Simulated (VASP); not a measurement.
# CdSe (P6_3mc) in VASP: further runs

Runs on CdSe. Level: PBE. Tasks: single point.

Program: VASP 6.6.1. These are calculated values, not measurements. Logs are shortened: lines on timing, memory, paths and dates and some standing lists are left out, and cuts for length are marked.

### Step 1. The cell of the first run

Symmetry: P6_3mc, No. 186, hexagonal system. Conventional cell: a = 4.084 Å, b = 4.084 Å, c = 6.664 Å, α = 90.00°, β = 90.00°, γ = 120.00°. Cd (site symmetry 3m) has 4 Se at 2.50 Å within 3.3 Å. Within 3.3 Å of Se (site symmetry 3m) lie 4 Cd at 2.50 Å.

### Step 2. Single point, PBE (strain -0.050 along x and y, -0.050 along z)

INCAR

```
SYSTEM = CdSe
  PREC = Accurate
  ENCUT = 520
  EDIFF = 1E-6
  ISMEAR = 0
  SIGMA = 0.05
  LREAL = .FALSE.
  LASPH = .TRUE.
  NELM = 80
  ALGO = Normal
  ISIF = 2
  LWAVE = .FALSE.
  LCHARG = .TRUE.
  GGA = PE
  LELF = .TRUE.
  LVHAR = .TRUE.
  NBANDS = 26
```

KPOINTS

```
Automatic mesh
0
G
  6 6 4
  0 0 0
```

POSCAR

```
CdSe
1.0
    4.0835749185      0.0000000000      0.0000000000
   -2.0417874593      3.5364796177      0.0000000000
    0.0000000000      0.0000000000      6.6644400000
Cd Se
2 2
Direct
    0.6666666667      0.3333333333      0.0000000000
    0.3333333333      0.6666666667      0.5000000000
    0.6666666667      0.3333333333      0.3750000000
    0.3333333333      0.6666666667      0.8750000000
```

Potentials or basis: VASP PAW PBE potentials, release 64 (Cd, Se).

Started as:

```sh
> cat potpaw_PBE.64/Cd/POTCAR potpaw_PBE.64/Se/POTCAR > POTCAR
> mpirun -np 1 vasp_std > vasp.out
```

OUTCAR:

```text
SYSTEM = CdSe
   PREC = Accurate
   ENCUT = 520
   EDIFF = 1E-6
   ISMEAR = 0
   LREAL = .FALSE.
   LASPH = .TRUE.
   NELM = 80
   ISIF = 2
   GGA = PE

 ion  position               nearest neighbor table
   1  0.667  0.333  0.000-   3 2.50   4 2.50   4 2.50   4 2.50
   2  0.333  0.667  0.500-   4 2.50   3 2.50   3 2.50   3 2.50
   3  0.667  0.333  0.375-   1 2.50   2 2.50   2 2.50   2 2.50
   4  0.333  0.667  0.875-   2 2.50   1 2.50   1 2.50   1 2.50

  LATTYP: Found a hexagonal cell.
 ALAT       =     4.0835749185
 C/A-ratio  =     1.6320111993

  Lattice vectors:

 A1 = (   4.0835749185,   0.0000000000,   0.0000000000)
 A2 = (  -2.0417874593,   3.5364796177,   0.0000000000)
 A3 = (   0.0000000000,   0.0000000000,   6.6644400000)

Analysis of symmetry for initial positions (statically):
=====================================================================
 Subroutine PRICEL returns:
 Original cell was already a primitive cell.

 Routine SETGRP: Setting up the symmetry group for a
 hexagonal supercell.

 Subroutine GETGRP returns: Found 12 space group operations
 (whereof  6 operations were pure point group operations)
 out of a pool of 24 trial point group operations.

The static configuration has the point symmetry C_3v.
 The point group associated with its full space group is C_6v.

Analysis of symmetry for dynamics (positions and initial velocities):
=====================================================================
 Subroutine PRICEL returns:
 Original cell was already a primitive cell.

 Routine SETGRP: Setting up the symmetry group for a
 hexagonal supercell.

 Subroutine GETGRP returns: Found 12 space group operations
 (whereof  6 operations were pure point group operations)
 out of a pool of 24 trial point group operations.

The dynamic configuration has the point symmetry C_3v.
 The point group associated with its full space group is C_6v.

 Subroutine INISYM returns: Found 12 space group operations
 (whereof  6 operations are pure point group operations),
 and found     1 'primitive' translations

----------------------------------------------------------------------------------------

                                     Primitive cell

  volume of cell :      96.2444

  direct lattice vectors                    reciprocal lattice vectors
     4.083574919  0.000000000  0.000000000     0.244883471  0.141383538  0.000000000
    -2.041787459  3.536479618  0.000000000     0.000000000  0.282767076  0.000000000
     0.000000000  0.000000000  6.664440000     0.000000000  0.000000000  0.150050117

  length of vectors
     4.083574919  4.083574919  6.664440000     0.282767076  0.282767076  0.150050117

  position of ions in fractional coordinates (direct lattice)
     0.666666667  0.333333333  0.000000000
     0.333333333  0.666666667  0.500000000
     0.666666667  0.333333333  0.375000000
     0.333333333  0.666666667  0.875000000

  ion indices of the primitive-cell ions
   primitive index   ion index
                 1           1
                 2           2
                 3           3
                 4           4

----------------------------------------------------------------------------------------

 KPOINTS: Automatic mesh

Automatic generation of k-mesh.
 Grid dimensions read from file:
 generate k-points for:    6    6    4

 Generating k-lattice:

  Cartesian coordinates                     Fractional coordinates (reciprocal lattice)
     0.040813912  0.023563923  0.000000000     0.166666667  0.000000000  0.000000000
     0.000000000  0.047127846  0.000000000     0.000000000  0.166666667  0.000000000
     0.000000000  0.000000000  0.037512529     0.000000000  0.000000000  0.250000000

  Length of vectors
     0.047127846  0.047127846  0.037512529

  Shift w.r.t. Gamma in fractional coordinates (k-lattice)
     0.000000000  0.000000000  0.000000000

 Subroutine IBZKPT returns following result:
 ===========================================

 Found     21 irreducible k-points:

 Following reciprocal coordinates:
            Coordinates               Weight
  0.000000  0.000000  0.000000      1.000000
  0.166667  0.000000  0.000000      6.000000
  0.333333 -0.000000  0.000000      6.000000
  0.500000  0.000000  0.000000      3.000000
  0.166667  0.166667  0.000000      6.000000
  0.333333  0.166667  0.000000     12.000000
[... 13 lines left out ...]
  0.333333  0.166667  0.500000     12.000000
  0.333333  0.333333  0.500000      2.000000
   k-points           NKPTS =     21   k-points in BZ     NKDIM =     21   number of bands    NBANDS=     26
   number of dos      NEDOS =    301   number of ions     NIONS =      4
   total plane-waves  NPLWV =  45000
   dimension x,y,z NGX =    30 NGY =   30 NGZ =   50
   dimension x,y,z NGXF=    60 NGYF=   60 NGZF=  100
   ions per type =               2   2
   NGX,Y,Z   is equivalent  to a cutoff of  12.21, 12.21, 12.47 a.u.
   NGXF,Y,Z  is equivalent  to a cutoff of  24.43, 24.43, 24.95 a.u.
 SYSTEM =  CdSe
   PREC   = accura    normal or accurate (medium, high low for compatibility)
   ISTART =      0    job   : 0-new  1-cont  2-samecut
   ICHARG =      2    charge: 1-file 2-atom 10-const
   ISPIN  =      1    spin polarized calculation?
   LNONCOLLINEAR =      F non collinear calculations
   LSORBIT =      F    spin-orbit coupling
   LASPH  =      T    aspherical Exc in radial PAW
   ENCUT  =  520.0 eV  38.22 Ry    6.18 a.u.   7.59  7.59 12.39*2*pi/ulx,y,z
   NELM   =     80;   NELMIN=  2; NELMDL= -5     # of ELM steps
   EDIFF  = 0.1E-05   stopping-criterion for ELM
   LREAL  =      F    real-space projection
   EDIFFG = 0.1E-04   stopping-criterion for IOM
   NSW    =      0    number of steps for IOM
   IBRION =     -1    ionic relax: 0-MD 1-quasi-New 2-CG
   NFREE  =      0    steps in history (QN), initial steepest desc. (CG)
   ISIF   =      2    stress and relaxation
   ISYM   =      2    0-nonsym 1-usesym 2-fastsym
   POTIM  = 0.5000    time-step for ionic-motion
   TEBEG  =    0.0;   TEEND  =   0.0 temperature during run
   PSTRESS=    0.0 pullay stress
   NELECT =      36.0000    total number of electrons
   NUPDOWN=      -1.0000    fix difference up-down
   EMIN   =  10.00;   EMAX   =-10.00  energy-range for DOS
   EFERMI =   0.00;   METHOD = LEGACY
   ISMEAR =     0;   SIGMA  =   0.05  broadening in eV -4-tet -1-fermi 0-gaus
   EFERMI_NEDOS =   21; number of points for ismear=-14 and -15
   IALGO  =     38    algorithm
   IMIX   =      4    mixing-type and parameters
     AMIX     =   0.40;   BMIX     =  1.00
     AMIX_MAG =   1.60;   BMIX_MAG =  1.00
  volume/ion in A,a.u.               =      24.06       162.37
  Fermi-wavevector in a.u.,A,eV,Ry     =   1.179552  2.229031 18.930380  1.391344
  Thomas-Fermi vector in A             =   2.315861
   LORBIT       =      0    0 simple, 1 ext, 2 COOP (PROOUT), +10 PAW based schemes
   GGA     = PE    functional components
   LHFCALC =     F    Hartree Fock is set to
   AEXX    =    0.0000 exact exchange contribution
   IVDW    =     0    specifies the selected vdW correction
   LEPSILON=     F    determine dielectric tensor
   LRPA    =     F    only Hartree local field effects (RPA)
 non-spin polarized calculation
 Gauss-broadening in eV      SIGMA  =   0.05
  energy-cutoff  :      520.00
  volume of cell :       96.24
 maximum number of plane-waves:      2617
   NGX = 15   NGY = 15   NGZ = 25

 number of electron      36.0000021 magnetization

 Free energy of the ion-electron system (eV)
  ---------------------------------------------------
  ext. energy  EPLUGINS =         0.00000000
  ---------------------------------------------------
  free energy    TOTEN  =       -10.02659061 eV

  energy without entropy =      -10.02659061  energy(sigma->0) =      -10.02659061

 E-fermi :   2.5628     XC(G=0):  -9.6124

 val. band max:        2.3361661776   @ k =   0.0000   0.0000   0.0000
 cond. band min:       3.3422674705   @ k =   0.0000   0.0000   0.0000
 fundamental gap:      1.0061012929
 Fermi energy:         2.5628181918

 k-point     1 :       0.0000    0.0000    0.0000
  band No.  band energies     occupation
      1     -11.2907      2.00000
      2     -10.7547      2.00000
      3      -6.2775      2.00000
      4      -6.2597      2.00000
      5      -6.2597      2.00000
      6      -6.1565      2.00000
[... 18 lines left out ...]
     25       9.4812      0.00000
     26      10.6003      0.00000

 k-point     2 :       0.1667    0.0000    0.0000
  band No.  band energies     occupation
      1     -11.1744      2.00000
      2     -10.7033      2.00000
      3      -6.2391      2.00000
      4      -6.2175      2.00000
      5      -6.1907      2.00000
      6      -6.1041      2.00000
[... 18 lines left out ...]
     25       9.8354      0.00000
     26      10.2440      0.00000

 k-point     3 :       0.3333   -0.0000    0.0000
  band No.  band energies     occupation
      1     -10.9196      2.00000
      2     -10.6167      2.00000
      3      -6.1770      2.00000
      4      -6.1524      2.00000
      5      -6.0249      2.00000
      6      -5.9681      2.00000
[... 18 lines left out ...]
     25      10.3596      0.00000
     26      11.2011      0.00000

 k-point     4 :       0.5000    0.0000    0.0000
  band No.  band energies     occupation
      1     -10.7667      2.00000
      2     -10.5964      2.00000
      3      -6.1608      2.00000
      4      -6.1321      2.00000
      5      -5.9168      2.00000
      6      -5.9078      2.00000
[... 18 lines left out ...]
     25      10.6798      0.00000
     26      12.5579      0.00000

 k-point     5 :       0.1667    0.1667    0.0000
  band No.  band energies     occupation
      1     -10.9876      2.00000
      2     -10.6354      2.00000
      3      -6.1818      2.00000
      4      -6.1708      2.00000
      5      -6.0463      2.00000
      6      -6.0337      2.00000
[... 18 lines left out ...]
     25      10.4823      0.00000
     26      10.6649      0.00000

 k-point     6 :       0.3333    0.1667    0.0000
  band No.  band energies     occupation
      1     -10.7690      2.00000
      2     -10.5970      2.00000
      3      -6.1745      2.00000
      4      -6.1013      2.00000
      5      -5.9428      2.00000
      6      -5.9194      2.00000
[... 340 lines left out ...]
 k-point    18 :       0.5000    0.0000    0.5000
  band No.  band energies     occupation
      1     -10.6688      2.00000
      2     -10.6688      2.00000
      3      -6.1253      2.00000
      4      -6.1253      2.00000
      5      -6.0173      2.00000
      6      -6.0173      2.00000
[... 18 lines left out ...]
     25      10.5428      0.00000
     26      10.5428      0.00000

 k-point    19 :       0.1667    0.1667    0.5000
  band No.  band energies     occupation
      1     -10.8022      2.00000
      2     -10.8022      2.00000
      3      -6.1210      2.00000
      4      -6.1210      2.00000
      5      -6.0863      2.00000
      6      -6.0863      2.00000
[... 18 lines left out ...]
     25      10.0249      0.00000
     26      10.0249      0.00000

 k-point    20 :       0.3333    0.1667    0.5000
  band No.  band energies     occupation
      1     -10.6702      2.00000
      2     -10.6702      2.00000
      3      -6.0940      2.00000
      4      -6.0940      2.00000
      5      -6.0281      2.00000
      6      -6.0281      2.00000
[... 18 lines left out ...]
     25      10.6677      0.00000
     26      10.6677      0.00000

 k-point    21 :       0.3333    0.3333    0.5000
  band No.  band energies     occupation
      1     -10.6276      2.00000
      2     -10.6276      2.00000
      3      -6.0544      2.00000
      4      -6.0544      2.00000
      5      -6.0325      2.00000
      6      -6.0325      2.00000
[... 18 lines left out ...]
     25      11.3224      0.00000
     26      11.3224      0.00000

------------------------ aborting loop because EDIFF is reached ----------------------------------------

  FORCE on cell =-STRESS in cart. coord.  units (eV):
  Direction    XX          YY          ZZ          XY          YZ          ZX
  --------------------------------------------------------------------------------------
  -------------------------------------------------------------------------------------
  Total        9.6278729      9.6278729      9.8900607     -0.0000000      0.0000000      0.0000000
  in kB      160.2749253    160.2749253    164.6395571     -0.0000000      0.0000000      0.0000000
  external PRESSURE =     161.7298026 kB  Pullay stress =       0.0000000 kB

 VOLUME and BASIS-vectors are now :
 -----------------------------------------------------------------------------
  energy-cutoff  :      520.00
  volume of cell :       96.24
      direct lattice vectors                 reciprocal lattice vectors
     4.083574919  0.000000000  0.000000000     0.244883471  0.141383538  0.000000000
    -2.041787459  3.536479618  0.000000000     0.000000000  0.282767076  0.000000000
     0.000000000  0.000000000  6.664440000     0.000000000  0.000000000  0.150050117

 POSITION                                       TOTAL-FORCE (eV/Angst)
 -----------------------------------------------------------------------------------
      2.04179      1.17883      0.00000        -0.000000      0.000000     -0.011791
     -0.00000      2.35765      3.33222         0.000000      0.000000     -0.011791
      2.04179      1.17883      2.49917        -0.000000      0.000000      0.011791
     -0.00000      2.35765      5.83139        -0.000000      0.000000      0.011791
 -----------------------------------------------------------------------------------
    total drift:                                0.000000      0.000000      0.000009

  FREE ENERGIE OF THE ION-ELECTRON SYSTEM (eV)
  ---------------------------------------------------
  free  energy   TOTEN  =       -10.0265906125 eV

  energy  without entropy=      -10.0265906125  energy(sigma->0) =      -10.02659061
```

It took 54 s on 1 thread of Intel Xeon 8259CL, shared host; peak memory 0.22 GiB.

Results:

| Quantity | Value |
| --- | --- |
| Free energy | -10.0266 eV |
| Pressure | 16.2 GPa |
| Largest force | 0.012 eV/Å |
| Band gap on the k mesh | 1.01 eV |

Forces on the atoms (eV/Å):
```
Cd   0.000  0.000 -0.012
Cd   0.000  0.000 -0.012
Se   0.000  0.000  0.012
Se   0.000  0.000  0.012
```

Caveat: the cell differs from its parent crystal (strain -0.050 along x and y, -0.050 along z); the cell stands under pressure.

(Continued in part 2 of 2.)
